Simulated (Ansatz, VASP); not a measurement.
**Sb: VASP beside Ansatz**

```xyz
2
Lattice="4.0588 0.0000 0.0000 -2.0294 3.5150 0.0000 0.0000 0.0000 27.1000" Properties=species:S:1:pos:R:3 pbc="T T T"
Sb    0.0000    2.3433    6.9941
Sb    2.0294    1.1717    8.6559
```

Alike in both runs: functional revPBE; dispersion D3(BJ); k mesh 12 × 12 × 1; occupations gaussian, width 0.03 eV; no spin polarisation.

Ansatz relaxed the structure, and its values are those at the end. VASP's run is a single point on that final structure, the one shown.

```csv
,VASP,Ansatz
version,VASP 6.6.1,Ansatz 0.2.0
potentials or method,"VASP PAW PBE potentials, release 64 (Sb), cutoff 400 eV","scalar-relativistic, plane waves, PAW"
valence electrons in the cell,10,30
```

Ansatz gave:

| Quantity | Value |
| --- | --- |
| gap on the k mesh at the Fermi level (eV) | 1.17 |
| least direct gap on the mesh (eV) | 1.72 |
| rms of the force components (eV/Å) | 0.000 |

**Question.** Estimate VASP's values.

**Answer.** gap on the k mesh at the Fermi level (eV): 1.18; least direct gap on the mesh (eV): 1.69; rms of the force components (eV/Å): 0.044.

VASP's potentials were made for PBE, not for revPBE. VASP's potentials hold 10 valence electrons a cell and Ansatz's 30, so a difference there can come from the potentials and not from the codes. Ansatz's warnings: slab cell height set, structure snapped to symmetry.

Neither program's run includes spin-orbit coupling.
